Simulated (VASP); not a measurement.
# CsAuBr3 (Pm-3m) in VASP: single point with LDA

Aim: the single point of CsAuBr3 with LDA.

Everything below comes from runs of VASP 6.6.1. Logs are shortened: lines on timing, memory, paths and dates and some standing lists are left out, and cuts for length are marked.

**1. The cell of the first run**

Symmetry: Pm-3m, No. 221, cubic system. The conventional cell has a = 5.473 Å, b = 5.473 Å, c = 5.473 Å, α = 90.00°, β = 90.00°, γ = 90.00°. Cs (site symmetry m-3m) has 12 Br at 3.87 Å and 8 Au at 4.74 Å within 5.1 Å. Within 3.6 Å of Au (site symmetry m-3m) lie 6 Br at 2.74 Å. Within 3.6 Å of Br (site symmetry 4/mmm) lie 2 Au at 2.74 Å.

**2. Single point, LDA**

File INCAR:

```
SYSTEM = CsAuBr3
  PREC = Accurate
  ENCUT = 520
  EDIFF = 1E-6
  ISMEAR = -1
  SIGMA = 0.05
  LREAL = .FALSE.
  LASPH = .TRUE.
  NELM = 80
  ALGO = Normal
  ISIF = 2
  LWAVE = .FALSE.
  LCHARG = .FALSE.
  GGA = CA
  NBANDS = 28
```

File KPOINTS:

```
Automatic mesh
0
G
  4 4 4
  0 0 0
```

File POSCAR:

```
CsAuBr3
1.0
    5.4725400000      0.0000000000      0.0000000000
    0.0000000000      5.4725400000      0.0000000000
    0.0000000000      0.0000000000      5.4725400000
Cs Au Br
1 1 3
Direct
    0.5000000000      0.5000000000      0.5000000000
    0.0000000000      0.0000000000      0.0000000000
    0.0000000000      0.0000000000      0.5000000000
    0.5000000000      0.0000000000      0.0000000000
    0.0000000000      0.5000000000      0.0000000000
```

Potentials or basis: VASP PAW LDA potentials, release 64 (Cs_sv, Au, Br).

On the command line:

```console
cat potpaw_LDA.64/Cs_sv/POTCAR potpaw_LDA.64/Au/POTCAR potpaw_LDA.64/Br/POTCAR > POTCAR
mpirun -np 1 vasp_std > vasp.out
```

OUTCAR:

```text
SYSTEM = CsAuBr3
   PREC = Accurate
   ENCUT = 520
   EDIFF = 1E-6
   ISMEAR = -1
   LREAL = .FALSE.
   LASPH = .TRUE.
   NELM = 80
   ISIF = 2
   GGA = CA

 ion  position               nearest neighbor table
   1  0.500  0.500  0.500-
   2  0.000  0.000  0.000-   3 2.74   4 2.74   5 2.74   3 2.74   5 2.74   4 2.74
   3  0.000  0.000  0.500-   2 2.74   2 2.74
   4  0.500  0.000  0.000-   2 2.74   2 2.74
   5  0.000  0.500  0.000-   2 2.74   2 2.74

  LATTYP: Found a simple cubic cell.
 ALAT       =     5.4725400000

  Lattice vectors:

 A1 = (   5.4725400000,   0.0000000000,   0.0000000000)
 A2 = (   0.0000000000,   5.4725400000,   0.0000000000)
 A3 = (   0.0000000000,   0.0000000000,   5.4725400000)

Analysis of symmetry for initial positions (statically):
=====================================================================
 Subroutine PRICEL returns:
 Original cell was already a primitive cell.

 Routine SETGRP: Setting up the symmetry group for a
 simple cubic supercell.

 Subroutine GETGRP returns: Found 48 space group operations
 (whereof 48 operations were pure point group operations)
 out of a pool of 48 trial point group operations.

The static configuration has the point symmetry O_h .

Analysis of symmetry for dynamics (positions and initial velocities):
=====================================================================
 Subroutine PRICEL returns:
 Original cell was already a primitive cell.

 Routine SETGRP: Setting up the symmetry group for a
 simple cubic supercell.

 Subroutine GETGRP returns: Found 48 space group operations
 (whereof 48 operations were pure point group operations)
 out of a pool of 48 trial point group operations.

The dynamic configuration has the point symmetry O_h .

 Subroutine INISYM returns: Found 48 space group operations
 (whereof 48 operations are pure point group operations),
 and found     1 'primitive' translations

----------------------------------------------------------------------------------------

                                     Primitive cell

  volume of cell :     163.8954

  direct lattice vectors                    reciprocal lattice vectors
     5.472540000  0.000000000  0.000000000     0.182730505  0.000000000  0.000000000
     0.000000000  5.472540000  0.000000000     0.000000000  0.182730505  0.000000000
     0.000000000  0.000000000  5.472540000     0.000000000  0.000000000  0.182730505

  length of vectors
     5.472540000  5.472540000  5.472540000     0.182730505  0.182730505  0.182730505

  position of ions in fractional coordinates (direct lattice)
     0.500000000  0.500000000  0.500000000
     0.000000000  0.000000000  0.000000000
     0.000000000  0.000000000  0.500000000
     0.500000000  0.000000000  0.000000000
     0.000000000  0.500000000  0.000000000

  ion indices of the primitive-cell ions
   primitive index   ion index
                 1           1
                 2           2
                 3           3
                 4           4
                 5           5

----------------------------------------------------------------------------------------

 KPOINTS: Automatic mesh

Automatic generation of k-mesh.
 Grid dimensions read from file:
 generate k-points for:    4    4    4

 Generating k-lattice:

  Cartesian coordinates                     Fractional coordinates (reciprocal lattice)
     0.045682626  0.000000000  0.000000000     0.250000000  0.000000000  0.000000000
     0.000000000  0.045682626  0.000000000     0.000000000  0.250000000  0.000000000
     0.000000000  0.000000000  0.045682626     0.000000000  0.000000000  0.250000000

  Length of vectors
     0.045682626  0.045682626  0.045682626

  Shift w.r.t. Gamma in fractional coordinates (k-lattice)
     0.000000000  0.000000000  0.000000000

 Subroutine IBZKPT returns following result:
 ===========================================

 Found     10 irreducible k-points:

 Following reciprocal coordinates:
            Coordinates               Weight
  0.000000  0.000000  0.000000      1.000000
  0.250000  0.000000  0.000000      6.000000
  0.500000  0.000000  0.000000      3.000000
  0.250000  0.250000  0.000000     12.000000
  0.500000  0.250000  0.000000     12.000000
  0.500000  0.500000  0.000000      3.000000
  0.250000  0.250000  0.250000      8.000000
  0.500000  0.250000  0.250000     12.000000
  0.500000  0.500000  0.250000      6.000000
  0.500000  0.500000  0.500000      1.000000
   k-points           NKPTS =     10   k-points in BZ     NKDIM =     10   number of bands    NBANDS=     28
   number of dos      NEDOS =    301   number of ions     NIONS =      5
   total plane-waves  NPLWV =  74088
   dimension x,y,z NGX =    42 NGY =   42 NGZ =   42
   dimension x,y,z NGXF=    84 NGYF=   84 NGZF=   84
   ions per type =               1   1   3
   NGX,Y,Z   is equivalent  to a cutoff of  12.76, 12.76, 12.76 a.u.
   NGXF,Y,Z  is equivalent  to a cutoff of  25.52, 25.52, 25.52 a.u.
 SYSTEM =  CsAuBr3
   PREC   = accura    normal or accurate (medium, high low for compatibility)
   ISTART =      0    job   : 0-new  1-cont  2-samecut
   ICHARG =      2    charge: 1-file 2-atom 10-const
   ISPIN  =      1    spin polarized calculation?
   LNONCOLLINEAR =      F non collinear calculations
   LSORBIT =      F    spin-orbit coupling
   LASPH  =      T    aspherical Exc in radial PAW
   ENCUT  =  520.0 eV  38.22 Ry    6.18 a.u.  10.18 10.18 10.18*2*pi/ulx,y,z
   NELM   =     80;   NELMIN=  2; NELMDL= -5     # of ELM steps
   EDIFF  = 0.1E-05   stopping-criterion for ELM
   LREAL  =      F    real-space projection
   EDIFFG = 0.1E-04   stopping-criterion for IOM
   NSW    =      0    number of steps for IOM
   IBRION =     -1    ionic relax: 0-MD 1-quasi-New 2-CG
   NFREE  =      0    steps in history (QN), initial steepest desc. (CG)
   ISIF   =      2    stress and relaxation
   ISYM   =      2    0-nonsym 1-usesym 2-fastsym
   POTIM  = 0.5000    time-step for ionic-motion
   TEBEG  =    0.0;   TEEND  =   0.0 temperature during run
   PSTRESS=    0.0 pullay stress
   NELECT =      41.0000    total number of electrons
   NUPDOWN=      -1.0000    fix difference up-down
   EMIN   =  10.00;   EMAX   =-10.00  energy-range for DOS
   EFERMI =   0.00;   METHOD = LEGACY
   ISMEAR =    -1;   SIGMA  =   0.05  broadening in eV -4-tet -1-fermi 0-gaus
   EFERMI_NEDOS =   21; number of points for ismear=-14 and -15
   IALGO  =     38    algorithm
   IMIX   =      4    mixing-type and parameters
     AMIX     =   0.40;   BMIX     =  1.00
     AMIX_MAG =   1.60;   BMIX_MAG =  1.00
  volume/ion in A,a.u.               =      32.78       221.20
  Fermi-wavevector in a.u.,A,eV,Ry     =   1.031527  1.949303 14.477245  1.064047
  Thomas-Fermi vector in A             =   2.165679
   LORBIT       =      0    0 simple, 1 ext, 2 COOP (PROOUT), +10 PAW based schemes
   GGA     = CA    functional components
   LHFCALC =     F    Hartree Fock is set to
   AEXX    =    0.0000 exact exchange contribution
   IVDW    =     0    specifies the selected vdW correction
   LEPSILON=     F    determine dielectric tensor
   LRPA    =     F    only Hartree local field effects (RPA)
 non-spin polarized calculation
  energy-cutoff  :      520.00
  volume of cell :      163.90
 maximum number of plane-waves:      4468
 NGX is ok and might be reduce to    42
   NGX = 21   NGY = 21   NGZ = 21

 number of electron      41.0000003 magnetization

 Free energy of the ion-electron system (eV)
  ---------------------------------------------------
  ext. energy  EPLUGINS =         0.00000000
  ---------------------------------------------------
  free energy    TOTEN  =       -15.89761061 eV

  energy without entropy =      -15.88630654  energy(sigma->0) =      -15.89195858

 E-fermi :   1.0231     XC(G=0):  -8.8822

 val. band max:        0.8883735692   @ k =   0.0000   0.0000   0.0000
 cond. band min:       1.0999461474   @ k =   0.5000   0.2500   0.0000
 fundamental gap:      0.2115725782
 Fermi energy:         1.0230574242

 k-point     1 :       0.0000    0.0000    0.0000
  band No.  band energies     occupation
      1     -19.0606      2.00000
      2     -13.3667      2.00000
      3     -12.8228      2.00000
      4     -12.8228      2.00000
      5      -5.9402      2.00000
      6      -5.9402      2.00000
[... 20 lines left out ...]
     27       7.1067      0.00000
     28       7.1067      0.00000

 k-point     2 :       0.2500    0.0000    0.0000
  band No.  band energies     occupation
      1     -19.0583      2.00000
      2     -13.2988      2.00000
      3     -12.8576      2.00000
      4     -12.8204      2.00000
      5      -5.9206      2.00000
      6      -5.9206      2.00000
[... 20 lines left out ...]
     27       7.6668      0.00000
     28       7.6668      0.00000

 k-point     3 :       0.5000    0.0000    0.0000
  band No.  band energies     occupation
      1     -19.0559      2.00000
      2     -13.2167      2.00000
      3     -12.9053      2.00000
      4     -12.8181      2.00000
      5      -5.9006      2.00000
      6      -5.9006      2.00000
[... 20 lines left out ...]
     27       8.5338      0.00000
     28       8.6005      0.00000

 k-point     4 :       0.2500    0.2500    0.0000
  band No.  band energies     occupation
      1     -19.0562      2.00000
      2     -13.2271      2.00000
      3     -12.8675      2.00000
      4     -12.8396      2.00000
      5      -5.9446      2.00000
      6      -5.9015      2.00000
[... 144 lines left out ...]
     27       7.7852      0.00000
     28       8.2920      0.00000

 k-point     9 :       0.5000    0.5000    0.2500
  band No.  band energies     occupation
      1     -19.0509      2.00000
      2     -12.9594      2.00000
      3     -12.9054      2.00000
      4     -12.9054      2.00000
      5      -6.0042      2.00000
      6      -6.0042      2.00000
[... 20 lines left out ...]
     27       8.2025      0.00000
     28       8.4284      0.00000

 k-point    10 :       0.5000    0.5000    0.5000
  band No.  band energies     occupation
      1     -19.0494      2.00000
      2     -12.8997      2.00000
      3     -12.8997      2.00000
      4     -12.8997      2.00000
      5      -6.0561      2.00000
      6      -6.0561      2.00000
[... 20 lines left out ...]
     27       8.3494      0.00000
     28       8.3494      0.00000

------------------------ aborting loop because EDIFF is reached ----------------------------------------

  FORCE on cell =-STRESS in cart. coord.  units (eV):
  Direction    XX          YY          ZZ          XY          YZ          ZX
  --------------------------------------------------------------------------------------
  -------------------------------------------------------------------------------------
  Total       -3.8102088     -3.8102088     -3.8102088      0.0000000      0.0000000     -0.0000000
  in kB      -37.2471046    -37.2471046    -37.2471046      0.0000000      0.0000000     -0.0000000
  external PRESSURE =     -37.2471046 kB  Pullay stress =       0.0000000 kB

 VOLUME and BASIS-vectors are now :
 -----------------------------------------------------------------------------
  energy-cutoff  :      520.00
  volume of cell :      163.90
      direct lattice vectors                 reciprocal lattice vectors
     5.472540000  0.000000000  0.000000000     0.182730505  0.000000000  0.000000000
     0.000000000  5.472540000  0.000000000     0.000000000  0.182730505  0.000000000
     0.000000000  0.000000000  5.472540000     0.000000000  0.000000000  0.182730505

 POSITION                                       TOTAL-FORCE (eV/Angst)
 -----------------------------------------------------------------------------------
      2.73627      2.73627      2.73627         0.000000      0.000000      0.000000
      0.00000      0.00000      0.00000         0.000000      0.000000      0.000000
      0.00000      0.00000      2.73627         0.000000      0.000000      0.000000
      2.73627      0.00000      0.00000         0.000000      0.000000      0.000000
      0.00000      2.73627      0.00000         0.000000      0.000000      0.000000
 -----------------------------------------------------------------------------------
    total drift:                               -0.000000      0.000000     -0.000000

  FREE ENERGIE OF THE ION-ELECTRON SYSTEM (eV)
  ---------------------------------------------------
  free  energy   TOTEN  =       -15.8976106100 eV

  energy  without entropy=      -15.8863065428  energy(sigma->0) =      -15.89195858
```

It took 67 s on 1 thread of Intel Xeon 8259CL, shared host; peak memory 0.24 GiB.

Results:

```
Free energy            : -15.8976 eV
Pressure               : -3.7 GPa
Band gap on the k mesh : zero (an odd number of electrons rules out a gap without spin polarisation)
```

Caveat: the cell stands under tension; spin-orbit coupling is left out, which moves the levels of the heavy elements; an odd number of electrons without spin polarisation forces a metal; a magnetic or distorted state may lie lower.
